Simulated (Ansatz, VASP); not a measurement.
# Two plane-wave programs on RbBr

Contents of POSCAR:

```
RbBr
1.0
    0.0000000000      3.4608258933      3.4608258933
    3.4608258933      0.0000000000      3.4608258933
    3.4608258933      3.4608258933      0.0000000000
Rb Br
1 1
Direct
    0.0000000000      0.0000000000      0.0000000000
    0.5000000000      0.5000000000      0.5000000000
```

The input INCAR.step1:

```
PREC = Accurate
ENCUT = 520
EDIFF = 1E-5
ISMEAR = 0
SIGMA = 0.01
LREAL = F
LASPH = T
NELM = 60
ALGO = Normal
ISIF = 2
LWAVE = T
LCHARG = F
GGA = PE
NBANDS = 15
```

Contents of INCAR.step2:

```
PREC = Accurate
ENCUT = 520
EDIFF = 1E-6
ISMEAR = 0
SIGMA = 0.01
LREAL = F
LASPH = T
NELM = 60
ALGO = Normal
ISIF = 2
LWAVE = F
LCHARG = F
GGA = PE
LHFCALC = T
HFSCREEN = 0.2079
PRECFOCK = Normal
ISTART = 1
NBANDS = 15
```

KPOINTS

```
Automatic mesh
0
Gamma
  4 4 4
```

Input for Ansatz:

```yaml
crystal:
  lattice:
    - [0.0, 3.4608258933, 3.4608258933]
    - [3.4608258933, 0.0, 3.4608258933]
    - [3.4608258933, 3.4608258933, 0.0]
  atoms:
    - { symbol: Rb, position: [0.0, 0.0, 0.0] }
    - { symbol: Br, position: [0.5, 0.5, 0.5] }
kpoints:
  mp_grid: { grid: [4, 4, 4] }
  band_path:
    path:
      - [0.0, 0.0, 0.0]
      - [0.5, 0.0, 0.5]
      - [0.625, 0.25, 0.625]
      - [0.375, 0.375, 0.75]
      - [0.5, 0.5, 0.5]
      - [0.5, 0.25, 0.75]
    npoints: 1
hamiltonian:
  xc: hse06
scf:
  occupations: { method: fixed }
  n_extra_bands: 4
output:
  forces: true
  stress: true
  eigenvalues: true
  write_density: true
  write_potential: true
  elf: true
  volumetric_format: npy
```

Alike in both runs: task single point; functional HSE06; k mesh 4 × 4 × 4; no spin polarisation.

|  | VASP | Ansatz |
| --- | --- | --- |
| version | VASP 6.6.1 | Ansatz 0.2.0 |
| potentials or method | VASP PAW PBE potentials, release 64 (Rb_sv, Br) | plane waves, PAW |
| plane-wave cutoff (eV) | 520 | 420 |
| occupations | gaussian, width 0.01 eV | fixed |
| valence electrons in the cell | 16 | 16 |

|  | VASP | Ansatz | Ansatz less VASP |
| --- | --- | --- | --- |
| gap on the k mesh at the Fermi level (eV) | 5.44 | 5.44 | +0.001 |
| pressure (GPa) | 0.3 | 0.3 | 0.00 |

Ansatz's warnings: stress exchange threshold loose, stress scf threshold loose.
